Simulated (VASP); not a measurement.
Here is a VASP 6.6.1 calculation.

INCAR

```
PREC     = Accurate       # precision mode
ENCUT    = 520            # plane-wave cutoff, eV
EDIFF    = 1E-6           # SCF threshold, eV
ISMEAR   = -1             # smearing method
SIGMA    = 0.15           # smearing width, eV
LREAL    = False          # projectors in reciprocal space
LASPH    = True           # aspherical terms in the spheres
NELM     = 60             # most SCF steps
ALGO     = Normal         # electronic algorithm
ISIF     = 2              # what is computed and relaxed
LWAVE    = False          # write WAVECAR
LCHARG   = False          # write CHGCAR
NBANDS   = 21             # bands
```

Contents of KPOINTS:

```
regular mesh
0
Gamma
  7 7 7
```

Contents of POSCAR:

```
InRh
1.0
    3.1960000000      0.0000000000      0.0000000000
    0.0000000000      3.1960000000      0.0000000000
    0.0000000000      0.0000000000      3.1960000000
In Rh
1 1
Direct
    0.5000000000      0.5000000000      0.5000000000
    0.0000000000      0.0000000000      0.0000000000
```

Potentials or basis: VASP PAW LDA potentials, release 64 (In_d, Rh_pv).

Command:

```console
$ cat potpaw_LDA.64/In_d/POTCAR potpaw_LDA.64/Rh_pv/POTCAR > POTCAR
$ mpirun -np 1 vasp_std > vasp.out
```

Q: Estimate the band gap on the k mesh.

A: Zero (band 14 reaches 12.05 eV, above the bottom of band 15 at 11.10 eV).

Q: Estimate the pressure.

A: -5.1 GPa.

Caveat: spin-orbit coupling is left out, which moves the levels of the heavy elements.
